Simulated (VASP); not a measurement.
# Si (Fd-3m) in VASP: further runs

Si is run at these levels: r2SCAN; tasks: single point, relaxation of volume and atoms at fixed shape.

All numbers are computed with VASP 6.6.1; they aren't measurements. Logs are shortened: lines on timing, memory, paths and dates and some standing lists are left out, and cuts for length are marked.

## Step 1: The cell of the first run

Symmetry: Fd-3m, No. 227, cubic system. Conventional cell: a = 5.444 Å, b = 5.444 Å, c = 5.444 Å, α = 90.00°, β = 90.00°, γ = 90.00°. Within 3.1 Å of Si (site symmetry -43m) lie 4 Si at 2.36 Å.

## Step 2: Single point, r2SCAN

File POSCAR:

```
Si
1.0
    0.0000000000      2.7221598464      2.7221598464
    2.7221598464      0.0000000000      2.7221598464
    2.7221598464      2.7221598464      0.0000000000
Si
2
Direct
    0.7500000000      0.7500000000      0.7500000000
    0.5000000000      0.5000000000      0.5000000000
```

File INCAR.step1:

```
SYSTEM = Si
ALGO = Normal ; EDIFF = 1E-4
ENCUT = 520 ; GGA = PE
ISMEAR = 1 ; LASPH = .True.
LCHARG = .False. ; LREAL = .False.
LWAVE = .True. ; NBANDS = 11
NELM = 100 ; PREC = Accurate
SIGMA = 0.05
```

File INCAR.step2:

```
SYSTEM = Si
ALGO = Normal ; EDIFF = 1E-7
ENCUT = 520 ; ISIF = 2
ISMEAR = 1 ; ISTART = 1
LASPH = .True. ; LCHARG = .False.
LMIXTAU = .True. ; LREAL = .False.
LWAVE = .False. ; METAGGA = R2SCAN
NBANDS = 11 ; NELM = 100
PREC = Accurate ; SIGMA = 0.05
```

File KPOINTS:

```
k-points
0
Gamma
  8 8 8
  0 0 0
```

Potentials or basis: VASP PAW PBE potentials, release 64 (Si).

Command:

```sh
> cat potpaw_PBE.64/Si/POTCAR > POTCAR
> cp INCAR.step1 INCAR
> mpirun -np 1 vasp_std > vasp.out
> cp INCAR.step2 INCAR
> mpirun -np 1 vasp_std > vasp.out
```

OUTCAR:

```text
SYSTEM = Si
   EDIFF = 1E-7
   ENCUT = 520
   ISIF = 2
   ISMEAR = 1
   ISTART = 1
   LASPH = .True.
   LREAL = .False.
   METAGGA = R2SCAN
   NELM = 100
   PREC = Accurate

 ion  position               nearest neighbor table
   1  0.750  0.750  0.750-   2 2.36   2 2.36   2 2.36   2 2.36
   2  0.500  0.500  0.500-   1 2.36   1 2.36   1 2.36   1 2.36

  LATTYP: Found a face centered cubic cell.
 ALAT       =     5.4443196928

  Lattice vectors:

 A1 = (   0.0000000000,   2.7221598464,   2.7221598464)
 A2 = (   2.7221598464,   0.0000000000,   2.7221598464)
 A3 = (   2.7221598464,   2.7221598464,   0.0000000000)

Analysis of symmetry for initial positions (statically):
=====================================================================
 Subroutine PRICEL returns:
 Original cell was already a primitive cell.

 Routine SETGRP: Setting up the symmetry group for a
 face centered cubic supercell.

 Subroutine GETGRP returns: Found 48 space group operations
 (whereof 24 operations were pure point group operations)
 out of a pool of 48 trial point group operations.

The static configuration has the point symmetry T_d .
 The point group associated with its full space group is O_h .

Analysis of symmetry for dynamics (positions and initial velocities):
=====================================================================
 Subroutine PRICEL returns:
 Original cell was already a primitive cell.

 Routine SETGRP: Setting up the symmetry group for a
 face centered cubic supercell.

 Subroutine GETGRP returns: Found 48 space group operations
 (whereof 24 operations were pure point group operations)
 out of a pool of 48 trial point group operations.

The dynamic configuration has the point symmetry T_d .
 The point group associated with its full space group is O_h .

 Subroutine INISYM returns: Found 48 space group operations
 (whereof 24 operations are pure point group operations),
 and found     1 'primitive' translations

----------------------------------------------------------------------------------------

                                     Primitive cell

  volume of cell :      40.3432

  direct lattice vectors                    reciprocal lattice vectors
     0.000000000  2.722159846  2.722159846    -0.183677678  0.183677678  0.183677678
     2.722159846  0.000000000  2.722159846     0.183677678 -0.183677678  0.183677678
     2.722159846  2.722159846  0.000000000     0.183677678  0.183677678 -0.183677678

  length of vectors
     3.849715374  3.849715374  3.849715374     0.318139071  0.318139071  0.318139071

  position of ions in fractional coordinates (direct lattice)
[... 85 lines left out ...]
   ISIF   =      2    stress and relaxation
   ISYM   =      2    0-nonsym 1-usesym 2-fastsym
   POTIM  = 0.5000    time-step for ionic-motion
   TEBEG  =    0.0;   TEEND  =   0.0 temperature during run
   PSTRESS=    0.0 pullay stress
   NELECT =       8.0000    total number of electrons
   NUPDOWN=      -1.0000    fix difference up-down
   EMIN   =  10.00;   EMAX   =-10.00  energy-range for DOS
   EFERMI =   0.00;   METHOD = LEGACY
   ISMEAR =     1;   SIGMA  =   0.05  broadening in eV -4-tet -1-fermi 0-gaus
   EFERMI_NEDOS =   21; number of points for ismear=-14 and -15
   IALGO  =     38    algorithm
   IMIX   =      4    mixing-type and parameters
     AMIX     =   0.40;   BMIX     =  1.00
     AMIX_MAG =   1.60;   BMIX_MAG =  1.00
  volume/ion in A,a.u.               =      20.17       136.12
  Fermi-wavevector in a.u.,A,eV,Ry     =   0.954658  1.804042 12.399971  0.911372
  Thomas-Fermi vector in A             =   2.083425
   LORBIT       =      0    0 simple, 1 ext, 2 COOP (PROOUT), +10 PAW based schemes
   METAGGA = R2SCAN    functional components
   LHFCALC =     F    Hartree Fock is set to
   AEXX    =    0.0000 exact exchange contribution
   IVDW    =     0    specifies the selected vdW correction
   LEPSILON=     F    determine dielectric tensor
   LRPA    =     F    only Hartree local field effects (RPA)
 non-spin polarized calculation
 Methfessel and Paxton  Order N= 1 SIGMA  =   0.05
  energy-cutoff  :      520.00
  volume of cell :       40.34
 maximum number of plane-waves:      1106
 NGX is ok and might be reduce to    30
   NGX = 15   NGY = 15   NGZ = 15

 number of electron       8.0000001 magnetization

 Free energy of the ion-electron system (eV)
  ---------------------------------------------------
  ext. energy  EPLUGINS =         0.00000000
  ---------------------------------------------------
  free energy    TOTEN  =       -17.54712074 eV

  energy without entropy =      -17.54713773  energy(sigma->0) =      -17.54712641

 E-fermi :   5.7047     XC(G=0):  -9.8247

 val. band max:        5.6625885526   @ k =   0.0000   0.0000   0.0000
 cond. band min:       6.4882780765   @ k =   0.3750   0.3750   0.0000
 fundamental gap:      0.8256895239
 Fermi energy:         5.7046823055

 k-point     1 :       0.0000    0.0000    0.0000
  band No.  band energies     occupation
      1      -6.8104      2.00000
      2       5.6626      2.00000
      3       5.6626      2.00000
      4       5.6626      2.00000
      5       8.4173      0.00000
      6       8.4173      0.00000
      7       8.4173      0.00000
      8       9.5593      0.00000
      9      13.7852      0.00000
     10      13.7852      0.00000
     11      14.3305      0.00000
[... 309 lines left out ...]
 k-point    24 :      -0.3750    0.2500    0.1250
  band No.  band energies     occupation
      1      -3.8118      2.00000
      2      -1.3832      2.00000
      3       2.0956      2.00000
      4       3.4094      2.00000
      5       9.0396      0.00000
      6       9.0746      0.00000
      7      11.9804      0.00000
      8      13.2524      0.00000
      9      13.5710      0.00000
     10      16.8922      0.00000
     11      18.0895      0.00000

 [... further k-points ...]
[... 5 lines left out ...]
  --------------------------------------------------------------------------------------
  -------------------------------------------------------------------------------------
  Total       -0.0607989     -0.0607989     -0.0607989     -0.0000000     -0.0000000      0.0000000
  in kB       -2.4145463     -2.4145463     -2.4145463     -0.0000000     -0.0000000      0.0000000
  external PRESSURE =      -2.4145463 kB  Pullay stress =       0.0000000 kB

 VOLUME and BASIS-vectors are now :
 -----------------------------------------------------------------------------
  energy-cutoff  :      520.00
  volume of cell :       40.34
      direct lattice vectors                 reciprocal lattice vectors
     0.000000000  2.722159846  2.722159846    -0.183677678  0.183677678  0.183677678
     2.722159846  0.000000000  2.722159846     0.183677678 -0.183677678  0.183677678
     2.722159846  2.722159846  0.000000000     0.183677678  0.183677678 -0.183677678

 POSITION                                       TOTAL-FORCE (eV/Angst)
 -----------------------------------------------------------------------------------
      4.08324      4.08324      4.08324         0.000000     -0.000000      0.000000
      2.72216      2.72216      2.72216        -0.000000      0.000000     -0.000000
 -----------------------------------------------------------------------------------
    total drift:                                0.000000     -0.000000     -0.000000

  FREE ENERGIE OF THE ION-ELECTRON SYSTEM (eV)
  ---------------------------------------------------
  free  energy   TOTEN  =       -17.5471207431 eV

  energy  without entropy=      -17.5471377291  energy(sigma->0) =      -17.54712641
```

OUTCAR.step1:

```text
SYSTEM = Si
   EDIFF = 1E-4
   ENCUT = 520
   GGA = PE
   ISMEAR = 1
   LASPH = .True.
   LREAL = .False.
[... 559 lines left out ...]
      4.08324      4.08324      4.08324        -0.000000      0.000000      0.000000
      2.72216      2.72216      2.72216         0.000000     -0.000000     -0.000000
 -----------------------------------------------------------------------------------
    total drift:                                0.000000     -0.000000     -0.000000

  FREE ENERGIE OF THE ION-ELECTRON SYSTEM (eV)
  ---------------------------------------------------
  free  energy   TOTEN  =       -10.8439743987 eV

  energy  without entropy=      -10.8439913848  energy(sigma->0) =      -10.84398006
```

Run time: 50 s. Hardware: 1 thread of Intel Xeon Platinum 8259CL at 2.50GHz (Skylake/Cascade Lake), shared host; peak memory 0.16 GiB.

Results:

```yaml
Free_energy: -17.5471 eV
Pressure: -0.2 GPa
Band_gap_on_the_k_mesh: 0.83 eV, indirect (least direct gap 2.75 eV)
```

Levels at points of the mesh, in eV from the valence-band top:
```
           k point  band 1  band 2  band 3  band 4  band 5  band 6  band 7  band 8  band 9
(0.00, 0.00, 0.00)  -12.47    0.00    0.00    0.00    2.75    2.75    2.75    3.90    8.12
(0.50, 0.00, 0.00)  -10.04   -7.23   -1.27   -1.27    1.86    3.59    3.59    8.33   11.14
(0.50, 0.50, 0.00)   -8.13   -8.13   -2.99   -2.99    0.93    0.93   10.81   10.81   11.59
```

Caveat: the PAW data sets were made with another functional, which shifts forces and pressure a little. A k mesh can miss the band edges.

## Step 3: Relaxation of volume and atoms at fixed shape, r2SCAN

This run uses another cell than the first one, of 19.98 Å³/atom, 0.991 times its volume.

File POSCAR:

```
Si
1.0
    0.0000000000      2.7135600000      2.7135600000
    2.7135600000      0.0000000000      2.7135600000
    2.7135600000      2.7135600000      0.0000000000
Si
2
Direct
    0.7500000000      0.7500000000      0.7500000000
    0.5000000000      0.5000000000      0.5000000000
```

File INCAR.step1:

```
PREC     = Accurate       # precision mode
ENCUT    = 600            # plane-wave cutoff, eV
ISMEAR   = 1              # smearing method
SIGMA    = 0.05           # smearing width, eV
LREAL    = F              # projectors in reciprocal space
LASPH    = T              # aspherical terms in the spheres
NELM     = 80             # most SCF steps
GGA      = PE             # functional
ALGO     = Normal         # electronic algorithm
EDIFF    = 1E-4           # SCF threshold, eV
LWAVE    = T              # write WAVECAR
LCHARG   = F              # write CHGCAR
```

File INCAR.step2:

```
PREC     = Accurate       # precision mode
ENCUT    = 600            # plane-wave cutoff, eV
EDIFF    = 1E-6           # SCF threshold, eV
ISMEAR   = 1              # smearing method
SIGMA    = 0.05           # smearing width, eV
LREAL    = F              # projectors in reciprocal space
LASPH    = T              # aspherical terms in the spheres
NELM     = 80             # most SCF steps
ALGO     = Normal         # electronic algorithm
ISIF     = 8              # what is computed and relaxed
LWAVE    = F              # write WAVECAR
LCHARG   = F              # write CHGCAR
METAGGA  = R2SCAN         # meta-GGA
LMIXTAU  = T            
IBRION   = 2              # ionic algorithm
NSW      = 80             # ionic steps
EDIFFG   = -0.01          # ionic threshold
ISTART   = 1
```

File KPOINTS:

```
regular mesh
0
Gamma
  8 8 8
```

Potentials or basis: VASP PAW PBE potentials, release 64 (Si).

Command:

```sh
> cat potpaw_PBE.64/Si/POTCAR > POTCAR
> cp INCAR.step1 INCAR
> mpirun -np 1 vasp_std > vasp.out
> cp INCAR.step2 INCAR
> mpirun -np 1 vasp_std > vasp.out
```

OUTCAR:

```text
PREC = Accurate
   ENCUT = 600
   EDIFF = 1E-6
   ISMEAR = 1
   LREAL = F
   LASPH = T
   NELM = 80
   ISIF = 8
   METAGGA = R2SCAN
   IBRION = 2
   NSW = 80
   EDIFFG = -0.01
   ISTART = 1

 ion  position               nearest neighbor table
   1  0.750  0.750  0.750-   2 2.35   2 2.35   2 2.35   2 2.35
   2  0.500  0.500  0.500-   1 2.35   1 2.35   1 2.35   1 2.35

  LATTYP: Found a face centered cubic cell.
 ALAT       =     5.4271200000

  Lattice vectors:

 A1 = (   0.0000000000,   2.7135600000,   2.7135600000)
 A2 = (   2.7135600000,   0.0000000000,   2.7135600000)
 A3 = (   2.7135600000,   2.7135600000,   0.0000000000)

Analysis of symmetry for initial positions (statically):
=====================================================================
 Subroutine PRICEL returns:
 Original cell was already a primitive cell.

 Routine SETGRP: Setting up the symmetry group for a
 face centered cubic supercell.

 Subroutine GETGRP returns: Found 48 space group operations
 (whereof 24 operations were pure point group operations)
 out of a pool of 48 trial point group operations.

The static configuration has the point symmetry T_d .
 The point group associated with its full space group is O_h .

Analysis of symmetry for dynamics (positions and initial velocities):
=====================================================================
 Subroutine PRICEL returns:
 Original cell was already a primitive cell.

 Routine SETGRP: Setting up the symmetry group for a
 face centered cubic supercell.

 Subroutine GETGRP returns: Found 48 space group operations
 (whereof 24 operations were pure point group operations)
 out of a pool of 48 trial point group operations.

The dynamic configuration has the point symmetry T_d .
 The point group associated with its full space group is O_h .

 Subroutine INISYM returns: Found 48 space group operations
[... 122 lines left out ...]
   METAGGA = R2SCAN    functional components
   LHFCALC =     F    Hartree Fock is set to
   AEXX    =    0.0000 exact exchange contribution
   IVDW    =     0    specifies the selected vdW correction
   LEPSILON=     F    determine dielectric tensor
   LRPA    =     F    only Hartree local field effects (RPA)
 conjugate gradient relaxation of ions
 non-spin polarized calculation
 Methfessel and Paxton  Order N= 1 SIGMA  =   0.05
  energy-cutoff  :      600.00
  volume of cell :       39.96
 maximum number of plane-waves:      1363
   NGX = 15   NGY = 15   NGZ = 15

--------------------------------------- Ionic step        1  -------------------------------------------

 number of electron       7.9999999 magnetization

 Free energy of the ion-electron system (eV)
  ---------------------------------------------------
  ext. energy  EPLUGINS =         0.00000000
  ---------------------------------------------------
  free energy    TOTEN  =       -17.54626301 eV

  energy without entropy =      -17.54628000  energy(sigma->0) =      -17.54626868

------------------------ aborting loop because EDIFF is reached ----------------------------------------

  FORCE on cell =-STRESS in cart. coord.  units (eV):
  Direction    XX          YY          ZZ          XY          YZ          ZX
  --------------------------------------------------------------------------------------
  -------------------------------------------------------------------------------------
  Total        0.1745498      0.1745498      0.1745498     -0.0000000      0.0000000      0.0000000
  in kB        6.9981252      6.9981252      6.9981252     -0.0000000      0.0000000      0.0000000
  external PRESSURE =       6.9981252 kB  Pullay stress =       0.0000000 kB
[... 59 lines left out ...]
--------------------------------------- Ionic step        3  -------------------------------------------

 number of electron       8.0000000 magnetization

 Free energy of the ion-electron system (eV)
  ---------------------------------------------------
  ext. energy  EPLUGINS =         0.00000000
  ---------------------------------------------------
  free energy    TOTEN  =       -17.54687331 eV

  energy without entropy =      -17.54689030  energy(sigma->0) =      -17.54687897

 E-fermi :   5.7296     XC(G=0):  -9.8344

 val. band max:        5.6874610698   @ k =   0.0000   0.0000   0.0000
 cond. band min:       6.5094096728   @ k =   0.3750   0.3750   0.0000
 fundamental gap:      0.8219486030
 Fermi energy:         5.7295549031

 k-point     1 :       0.0000    0.0000    0.0000
  band No.  band energies     occupation
      1      -6.8028      2.00000
      2       5.6875      2.00000
      3       5.6875      2.00000
      4       5.6875      2.00000
      5       8.4434      0.00000
      6       8.4434      0.00000
      7       8.4434      0.00000
      8       9.6145      0.00000
[... 243 lines left out ...]
 k-point    24 :      -0.3750    0.2500    0.1250
  band No.  band energies     occupation
      1      -3.7967      2.00000
      2      -1.3675      2.00000
      3       2.1134      2.00000
      4       3.4288      2.00000
      5       9.0700      0.00000
      6       9.0980      0.00000
      7      12.0132      0.00000
      8      13.2841      0.00000

 [... further k-points ...]
[... 5 lines left out ...]
  --------------------------------------------------------------------------------------
  -------------------------------------------------------------------------------------
  Total        0.0008716      0.0008716      0.0008716      0.0000000      0.0000000      0.0000000
  in kB        0.0346995      0.0346995      0.0346995      0.0000000      0.0000000      0.0000000
  external PRESSURE =       0.0346995 kB  Pullay stress =       0.0000000 kB
[... 17 lines left out ...]
  FREE ENERGIE OF THE ION-ELECTRON SYSTEM (eV)
  ---------------------------------------------------
  free  energy   TOTEN  =       -17.5468733104 eV

  energy  without entropy=      -17.5468902965  energy(sigma->0) =      -17.54687897

 reached required accuracy - stopping structural energy minimisation
```

It took 75 s on 1 thread of Intel Xeon Platinum 8259CL at 2.50GHz (Skylake/Cascade Lake), shared host; peak memory 0.18 GiB.

Results:

| Quantity | Value |
| --- | --- |
| Free energy | -17.5469 eV |
| Relaxed volume | 20.12 Å³/atom |
| Relaxed cell | a = 3.847 Å, b = 3.847 Å, c = 3.847 Å, α = 60.00°, β = 60.00°, γ = 60.00° |
| Space group after relaxing (to 0.05 Å) | Fd-3m (No. 227) |
| Energy gained by relaxing | 0.3 meV/atom |
| Ionic steps | 3 |
| Pressure after relaxing | 0.0 GPa |
| Band gap on the k mesh | 0.82 eV, indirect (least direct gap 2.76 eV) |

The path:
```tsv
step	energy change (eV)	largest force (eV/Å)	pressure (GPa)	volume (Å³)
1	0.0000	0.0000	0.70	39.96
2	-0.0002	0.0000	-0.53	40.47
3	-0.0006	0.0000	0.00	40.24
```

Final structure:
```
Si
1.0
     0.00000    2.71992    2.71992
     2.71992    0.00000    2.71992
     2.71992    2.71992    0.00000
Si
2
Direct
  0.75000 0.75000 0.75000
  0.50000 0.50000 0.50000
```

Levels at points of the mesh, in eV from the valence-band top:
```
           k point  band 2  band 3  band 4  band 5  band 6  band 7
(0.00, 0.00, 0.00)    0.00    0.00    0.00    2.76    2.76    2.76
(0.50, 0.00, 0.00)   -7.24   -1.27   -1.27    1.87    3.59    3.59
(0.50, 0.50, 0.00)   -8.14   -3.00   -3.00    0.93    0.93   10.84
```

Caveat: the PAW data sets were made with another functional, which shifts forces and pressure a little. Zero-point motion and thermal expansion aren't in these numbers.
